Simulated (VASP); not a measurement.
BaTe, 2 atoms in the cell. Symmetry: Pm-3m, No. 221, cubic system. Conventional cell: a = 4.245 Å, b = 4.245 Å, c = 4.245 Å, α = 90.00°, β = 90.00°, γ = 90.00°. Ba (site symmetry m-3m) has 8 Te at 3.68 Å and 6 Ba at 4.24 Å within 4.8 Å. Te (site symmetry m-3m) has 8 Ba at 3.68 Å and 6 Te at 4.24 Å within 4.8 Å. 

- Program: VASP 6.6.1
- Task: single point
- Functional: PBE-based screened hybrid
- Potentials or basis: VASP PAW PBE potentials, release 64 (Ba_sv, Te)
- Cutoff: 520 eV
- k mesh: 4 × 4 × 4
- Occupations: gaussian, width 0.01 eV
- Spin: no spin polarisation
- Dipole correction: no
- Grid for exact exchange (PRECFOCK): Normal
- Share of exact exchange: 0.15
- Further INCAR settings: ALGO = Normal; EDIFF = 1e-07; NBANDS = 15
- Screening parameter: 0.5 1/Å

Potentials or basis: VASP PAW PBE potentials, release 64 (Ba_sv, Te).

Command:

```bash
$ cat potpaw_PBE.64/Ba_sv/POTCAR potpaw_PBE.64/Te/POTCAR > POTCAR
$ cp INCAR.step1 INCAR
$ mpirun -np 1 vasp_std > vasp.out
$ cp INCAR.step2 INCAR
$ mpirun -np 1 vasp_std > vasp.out
```

Hardware: 1 thread of Intel(R) Xeon(R) Platinum 8375C CPU @ 2.90GHz (Ice Lake), on a shared host.

Q: How long does it take, and how much memory?

A: Run time: 5.9 min on 1 thread of Intel(R) Xeon(R) Platinum 8375C CPU @ 2.90GHz (Ice Lake) (shared host), peak memory 0.29 GiB. Counts: k points 10.
